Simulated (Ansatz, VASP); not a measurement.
**Nb: VASP beside Ansatz**

```
CELL_PARAMETERS angstrom
-1.64658 1.64658 1.64658
1.64658 -1.64658 1.64658
1.64658 1.64658 -1.64658
ATOMIC_POSITIONS crystal
Nb 0.00000 0.00000 0.00000
```

Alike in both runs: functional r2SCAN; dispersion rVV10; k mesh 13 × 13 × 13; no spin polarisation.

Ansatz relaxed the structure, and its values are those at the end. VASP's run is a single point on that final structure, the one shown.

|  | VASP | Ansatz |
| --- | --- | --- |
| version | VASP 6.6.1 | Ansatz 0.2.0 |
| potentials or method | VASP PAW PBE potentials, release 64 (Nb_sv), cutoff 550 eV | plane waves, PAW |
| occupations | fermi-dirac, width 0.1 eV | fermi-dirac |
| valence electrons in the cell | 13 | 13 |

|  | VASP | Ansatz | Ansatz less VASP |
| --- | --- | --- | --- |
| pressure (GPa) | 0.0 | 0.0 | -0.07 |

VASP's potentials were made for PBE, not for r2SCAN.
